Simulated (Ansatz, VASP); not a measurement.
# One calculation of CoO, two programs

POSCAR

```
CoO
1.0
    2.6314420519      0.0000000000      0.0000000000
    0.0000000000      2.6314420519      0.0000000000
    0.0000000000      0.0000000000      2.6314420519
Co O
1 1
Direct
    0.0000000000      0.0000000000      0.0000000000
    0.5000000000      0.5000000000      0.5000000000
```

File INCAR.step1:

```
SYSTEM = CoO
  ALGO = Normal
  EDIFF = 1E-5
  EDIFFG = -0.005
  ENCUT = 660
  GGA = PE
  GGA_COMPAT = .False.
  IBRION = 2
  ISIF = 3
  ISMEAR = 0
  LASPH = .True.
  LCHARG = .False.
  LDAU = .True.
  LDAUJ = 0 0
  LDAUL = 2 -1
  LDAUTYPE = 2
  LDAUU = 3.32 0
  LMAXMIX = 4
  LREAL = .False.
  LWAVE = .True.
  NELM = 200
  NELMIN = 4
  NSW = 100
  PREC = Accurate
  SIGMA = 0.02
```

File INCAR.step2:

```
SYSTEM = CoO
  ALGO = Normal
  EDIFF = 1E-7
  EDIFFG = -0.01
  ENCUT = 660
  GGA_COMPAT = .False.
  IBRION = 2
  ISIF = 3
  ISMEAR = 0
  ISTART = 1
  LASPH = .True.
  LCHARG = .False.
  LDAU = .True.
  LDAUJ = 0 0
  LDAUL = 2 -1
  LDAUPRINT = 1
  LDAUTYPE = 2
  LDAUU = 3.32 0
  LMAXMIX = 4
  LMIXTAU = .True.
  LREAL = .False.
  LWAVE = .False.
  METAGGA = R2SCAN
  NELM = 200
  NELMIN = 4
  NSW = 80
  PREC = Accurate
  SIGMA = 0.02
```

Contents of KPOINTS:

```
k-points
0
Gamma
  10 10 10
  0 0 0
```

Input for Ansatz:

```yaml
crystal:
  lattice:
    - [2.6314420519, 0.0, 0.0]
    - [0.0, 2.6314420519, 0.0]
    - [0.0, 0.0, 2.6314420519]
  atoms:
    - { symbol: Co, position: [0.0, 0.0, 0.0] }
    - { symbol: O, position: [0.5, 0.5, 0.5] }
basis:
  ecutwfc: 500
kpoints:
  mp_grid: { grid: [10, 10, 10] }
hamiltonian:
  xc: r2scan
  hubbard: { sites: [{ species: Co, l: d, u_eff: 3.32 }] }
scf:
  occupations: { method: gaussian, width: 0.02 }
output:
  forces: true
  stress: true
  eigenvalues: true
  write_density: true
  write_potential: true
  elf: true
  volumetric_format: npy
relax:
  adjacent_minimum: "off"
  f_tol: 0.01
  max_steps: 60
  cell: { stress_tol: 0.05 }
```

Alike in both runs: task relaxation of cell and atoms; functional r2SCAN; k mesh 10 × 10 × 10; occupations gaussian, width 0.02 eV; no spin polarisation; Hubbard terms Co d U = 3.32 eV.

|  | VASP | Ansatz |
| --- | --- | --- |
| version | VASP 6.6.1 | Ansatz 0.2.0 |
| potentials or method | VASP PAW PBE potentials, release 64 (Co_sv, O), cutoff 660 eV | scalar-relativistic, plane waves, PAW |
| valence electrons in the cell | 23 | 23 |

Ansatz gave:

* gap on the k mesh at the Fermi level, each at its own relaxed structure (eV): none
* relaxed volume (Å³/atom): 8.15
* relaxed cell length with the largest relative difference (Å): 2.535

Q: Which values does VASP return?

A: gap on the k mesh at the Fermi level, each at its own relaxed structure (eV): none; relaxed volume (Å³/atom): 8.07; relaxed cell length with the largest relative difference (Å): 2.527.

VASP's potentials were made for PBE, not for r2SCAN. The programs project onto different local orbitals, so the same U acts differently, and such runs can settle in different states. A gap of «none» marks a metal or a gap that the smearing closes. Ansatz's warnings: filled band counts differ across k points.
